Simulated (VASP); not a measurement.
# AlRu in VASP: single point with PBEsol

Aim: the single point of AlRu with PBEsol.

All numbers are computed with VASP 6.6.1; they aren't measurements. Logs are shortened: lines on timing, memory, paths and dates and some standing lists are left out, and cuts for length are marked.

## (1) The cell of the first run

The cell holds a wire or tube with vacuum around it, 28 atoms: a = 19.400 Å, b = 21.200 Å, c = 2.976 Å, α = 90.00°, β = 90.00°, γ = 90.00°.

## (2) Single point, PBEsol

Input file INCAR:

```
  PREC = Accurate
  ENCUT = 520
  EDIFF = 1E-7
  ISMEAR = 0
  SIGMA = 0.05
  LREAL = Auto
  LASPH = T
  NELM = 80
  ALGO = Normal
  ISIF = 2
  LWAVE = F
  LCHARG = T
  GGA = PS
  LELF = T
  LVHAR = T
  NBANDS = 139
  LUSENCCL = F
```

Input file KPOINTS:

```
Automatic mesh
0
Gamma
  1 1 18
```

Input file POSCAR:

```
AlRu
1.0
   19.4000000000      0.0000000000      0.0000000000
    0.0000000000     21.2000000000      0.0000000000
    0.0000000000      0.0000000000      2.9764078219
Al Ru
14 14
Direct
    0.3082211455      0.3596034046      0.0000000000
    0.3082211455      0.5000000000      0.0000000000
    0.3082211455      0.6403965954      0.0000000000
    0.4616442291      0.2192068093      0.0000000000
    0.4616442291      0.3596034046      0.0000000000
    0.4616442291      0.5000000000      0.0000000000
    0.4616442291      0.6403965954      0.0000000000
    0.4616442291      0.7807931907      0.0000000000
    0.6150673127      0.3596034046      0.0000000000
    0.6150673127      0.5000000000      0.0000000000
    0.6150673127      0.6403965954      0.0000000000
    0.7684903963      0.3596034046      0.0000000000
    0.7684903963      0.5000000000      0.0000000000
    0.7684903963      0.6403965954      0.0000000000
    0.2315096037      0.4298017023      0.5000000000
    0.2315096037      0.5701982977      0.5000000000
    0.3849326873      0.2894051069      0.5000000000
    0.3849326873      0.4298017023      0.5000000000
    0.3849326873      0.5701982977      0.5000000000
    0.3849326873      0.7105948931      0.5000000000
    0.5383557709      0.2894051069      0.5000000000
    0.5383557709      0.4298017023      0.5000000000
    0.5383557709      0.5701982977      0.5000000000
    0.5383557709      0.7105948931      0.5000000000
    0.6917788545      0.2894051069      0.5000000000
    0.6917788545      0.4298017023      0.5000000000
    0.6917788545      0.5701982977      0.5000000000
    0.6917788545      0.7105948931      0.5000000000
```

Potentials or basis: VASP PAW PBE potentials, release 64 (Al, Ru_pv).

Run with:

```
> cat potpaw_PBE.64/Al/POTCAR potpaw_PBE.64/Ru_pv/POTCAR > POTCAR
> mpirun -np 1 vasp_std > vasp.out
```

OUTCAR:

```text
PREC = Accurate
   ENCUT = 520
   EDIFF = 1E-7
   ISMEAR = 0
   LREAL = Auto
   LASPH = T
   NELM = 80
   ISIF = 2
   GGA = PS

 ion  position               nearest neighbor table
   1  0.308  0.360  0.000-  15 2.58  18 2.58  15 2.58  18 2.58  17 2.58  17 2.58   5 2.98   2 2.98

   2  0.308  0.500  0.000-  15 2.58  16 2.58  18 2.58  19 2.58  15 2.58  16 2.58  18 2.58  19 2.58
                             6 2.98   3 2.98   1 2.98
   3  0.308  0.640  0.000-  16 2.58  19 2.58  16 2.58  19 2.58  20 2.58  20 2.58   7 2.98   2 2.98

   4  0.462  0.219  0.000-  21 2.58  21 2.58  17 2.58  17 2.58   5 2.98
   5  0.462  0.360  0.000-  22 2.58  22 2.58  18 2.58  18 2.58  21 2.58  21 2.58  17 2.58  17 2.58
                             4 2.98   9 2.98   1 2.98   6 2.98
   6  0.462  0.500  0.000-  22 2.58  23 2.58  22 2.58  23 2.58  18 2.58  19 2.58  18 2.58  19 2.58
                            10 2.98   2 2.98   7 2.98   5 2.98
   7  0.462  0.640  0.000-  23 2.58  23 2.58  19 2.58  19 2.58  24 2.58  24 2.58  20 2.58  20 2.58
                             8 2.98  11 2.98   3 2.98   6 2.98
   8  0.462  0.781  0.000-  24 2.58  24 2.58  20 2.58  20 2.58   7 2.98
   9  0.615  0.360  0.000-  22 2.58  26 2.58  22 2.58  26 2.58  21 2.58  25 2.58  25 2.58  21 2.58
                             5 2.98  12 2.98  10 2.98
  10  0.615  0.500  0.000-  22 2.58  23 2.58  26 2.58  27 2.58  22 2.58  23 2.58  26 2.58  27 2.58
                             6 2.98  13 2.98  11 2.98   9 2.98
  11  0.615  0.640  0.000-  23 2.58  27 2.58  23 2.58  27 2.58  24 2.58  24 2.58  28 2.58  28 2.58
                             7 2.98  14 2.98  10 2.98
  12  0.768  0.360  0.000-  26 2.58  26 2.58  25 2.58  25 2.58   9 2.98  13 2.98
  13  0.768  0.500  0.000-  26 2.58  27 2.58  26 2.58  27 2.58  10 2.98  12 2.98  14 2.98
  14  0.768  0.640  0.000-  27 2.58  27 2.58  28 2.58  28 2.58  11 2.98  13 2.98
  15  0.232  0.430  0.500-   1 2.58   1 2.58   2 2.58   2 2.58  18 2.98  16 2.98
  16  0.232  0.570  0.500-   3 2.58   3 2.58   2 2.58   2 2.58  19 2.98  15 2.98
  17  0.385  0.289  0.500-   4 2.58   4 2.58   5 2.58   1 2.58   1 2.58   5 2.58  21 2.98  18 2.98

  18  0.385  0.430  0.500-   1 2.58   5 2.58   1 2.58   5 2.58   2 2.58   2 2.58   6 2.58   6 2.58
                            22 2.98  15 2.98  17 2.98  19 2.98
  19  0.385  0.570  0.500-   3 2.58   7 2.58   3 2.58   7 2.58   2 2.58   6 2.58   6 2.58   2 2.58
                            23 2.98  16 2.98  20 2.98  18 2.98
  20  0.385  0.711  0.500-   8 2.58   8 2.58   3 2.58   3 2.58   7 2.58   7 2.58  24 2.98  19 2.98

  21  0.538  0.289  0.500-   4 2.58   4 2.58   5 2.58   5 2.58   9 2.58   9 2.58  17 2.98  25 2.98
                            22 2.98
  22  0.538  0.430  0.500-   5 2.58   5 2.58   9 2.58   9 2.58   6 2.58   6 2.58  10 2.58  10 2.58
                            18 2.98  26 2.98  21 2.98  23 2.98
  23  0.538  0.570  0.500-   7 2.58   7 2.58  11 2.58  11 2.58   6 2.58   6 2.58  10 2.58  10 2.58
                            19 2.98  27 2.98  24 2.98  22 2.98
  24  0.538  0.711  0.500-   8 2.58   8 2.58   7 2.58   7 2.58  11 2.58  11 2.58  20 2.98  28 2.98
                            23 2.98
  25  0.692  0.289  0.500-   9 2.58  12 2.58   9 2.58  12 2.58  21 2.98  26 2.98
  26  0.692  0.430  0.500-   9 2.58  12 2.58   9 2.58  12 2.58  10 2.58  10 2.58  13 2.58  13 2.58
[... 198 lines left out ...]
     AMIX     =   0.40;   BMIX     =  1.00
     AMIX_MAG =   1.60;   BMIX_MAG =  1.00
  volume/ion in A,a.u.               =      43.72       295.03
  Fermi-wavevector in a.u.,A,eV,Ry     =   0.948398  1.792212 12.237871  0.899458
  Thomas-Fermi vector in A             =   2.076582
   LORBIT       =      0    0 simple, 1 ext, 2 COOP (PROOUT), +10 PAW based schemes
   GGA     = PS    functional components
   LHFCALC =     F    Hartree Fock is set to
   AEXX    =    0.0000 exact exchange contribution
   IVDW    =     0    specifies the selected vdW correction
   LEPSILON=     F    determine dielectric tensor
   LRPA    =     F    only Hartree local field effects (RPA)
 non-spin polarized calculation
 Gauss-broadening in eV      SIGMA  =   0.05
  energy-cutoff  :      520.00
  volume of cell :     1224.14
 maximum number of plane-waves:     33093
   NGX = 73   NGY = 79   NGZ = 11

 number of electron     237.9999994 magnetization

 Free energy of the ion-electron system (eV)
  ---------------------------------------------------
  ext. energy  EPLUGINS =         0.00000000
  ---------------------------------------------------
  free energy    TOTEN  =      -194.51048800 eV

  energy without entropy =     -194.47297011  energy(sigma->0) =     -194.49172905

 E-fermi :   0.3884     XC(G=0):  -5.0740

 val. band max:        0.3820260865   @ k =   0.0000   0.0000   0.0000
 cond. band min:       0.3892054085   @ k =   0.0000   0.0000   0.3889
 fundamental gap:      0.0071793220
 Fermi energy:         0.3884229566

 k-point     1 :       0.0000    0.0000    0.0000
  band No.  band energies     occupation
      1     -41.6768      2.00000
      2     -41.6089      2.00000
      3     -41.5949      2.00000
      4     -41.5763      2.00000
      5     -41.5718      2.00000
      6     -41.5612      2.00000
[... 1329 lines left out ...]
    130       2.1926      0.00000
    131       2.2390      0.00000
 [bands above 131 left out]

------------------------ aborting loop because EDIFF is reached ----------------------------------------

  FORCE on cell =-STRESS in cart. coord.  units (eV):
  Direction    XX          YY          ZZ          XY          YZ          ZX
  --------------------------------------------------------------------------------------
  -------------------------------------------------------------------------------------
  Total      -22.3656765    -18.5713803    -30.8690316      0.0000000      0.0000000      0.0000000
  in kB      -29.2726873    -24.3066293    -40.4020646      0.0000000      0.0000000      0.0000000
  external PRESSURE =     -31.3271271 kB  Pullay stress =       0.0000000 kB

 VOLUME and BASIS-vectors are now :
 -----------------------------------------------------------------------------
  energy-cutoff  :      520.00
  volume of cell :     1224.14
      direct lattice vectors                 reciprocal lattice vectors
    19.400000000  0.000000000  0.000000000     0.051546392  0.000000000  0.000000000
     0.000000000 21.200000000  0.000000000     0.000000000  0.047169811  0.000000000
     0.000000000  0.000000000  2.976407822     0.000000000  0.000000000  0.335975464

 POSITION                                       TOTAL-FORCE (eV/Angst)
 -----------------------------------------------------------------------------------
      5.97949      7.62359      0.00000         0.000090      0.075168     -0.000000
      5.97949     10.60000      0.00000        -0.215098      0.000000     -0.000000
      5.97949     13.57641      0.00000         0.000090     -0.075168     -0.000000
      8.95590      4.64718      0.00000         0.000857      1.069424     -0.000000
      8.95590      7.62359      0.00000        -0.012561     -0.123667     -0.000000
      8.95590     10.60000      0.00000         0.038375      0.000000     -0.000000
[... 20 lines left out ...]
     13.42051     12.08820      1.48820         1.318589      0.035753      0.000000
     13.42051     15.06461      1.48820        -0.379223     -1.133082      0.000000
 -----------------------------------------------------------------------------------
    total drift:                                0.011527      0.000000     -0.000000

  FREE ENERGIE OF THE ION-ELECTRON SYSTEM (eV)
  ---------------------------------------------------
  free  energy   TOTEN  =      -194.5104879951 eV

  energy  without entropy=     -194.4729701075  energy(sigma->0) =     -194.49172905
```

stdout:

```text
Offloading initialized ...    1 GPUs detected
 POSCAR found type information on POSCAR AlRu
 POSCAR found :  2 types and      28 ions
 scaLAPACK will be used selectively (only on CPU)
 -----------------------------------------------------------------------------
|                                                                             |
|                                                                             |
|     You enforced a specific xc type in the INCAR file but a different       |
|     I HOPE YOU KNOW WHAT YOU ARE DOING!                                     |
|                                                                             |
 -----------------------------------------------------------------------------

 LDA part: xc-table for (Slater+PW92), standard interpolation
 POSCAR, INCAR and KPOINTS ok, starting setup
 FFT: planning ... GRIDC
 FFT: planning ... GRID_SOFT
 FFT: planning ... GRID
 WAVECAR not read
 entering main loop
```

Run time: 9.4 min. Hardware: 1 × NVIDIA H100 80GB with 1 thread of AMD EPYC 7R13 (Zen 3), shared host; peak memory 2.5 GiB.

What came out:

* Free energy: -194.5105 eV
* Largest force: 1.401 eV/Å
* Band gap on the k mesh: zero (bands 119 and 120 overlap by 1.12 eV)

Forces in eV/Å, atoms in the order of the input:
```
Al   0.000  0.075  0.000
Al  -0.215  0.000  0.000
Al   0.000 -0.075  0.000
Al   0.001  1.069  0.000
Al  -0.013 -0.124  0.000
Al   0.038  0.000  0.000
Al  -0.013  0.124  0.000
Al   0.001 -1.069  0.000
Al   0.098 -0.306  0.000
Al  -0.049  0.000  0.000
Al   0.098  0.306  0.000
Al  -1.285 -0.425  0.000
Al  -1.401  0.000  0.000
Al  -1.285  0.425  0.000
Ru   0.911  0.704  0.000
Ru   0.911 -0.704  0.000
Ru   0.230 -0.039  0.000
Ru  -0.188  0.139  0.000
Ru  -0.188 -0.139  0.000
Ru   0.230  0.039  0.000
Ru   0.408 -0.243  0.000
Ru  -0.289  0.072  0.000
Ru  -0.289 -0.072  0.000
Ru   0.408  0.243  0.000
Ru  -0.379  1.133  0.000
Ru   1.319 -0.036  0.000
Ru   1.319  0.036  0.000
Ru  -0.379 -1.133  0.000
```

Caveat: the PAW data sets were made with another functional, which shifts forces and pressure a little.
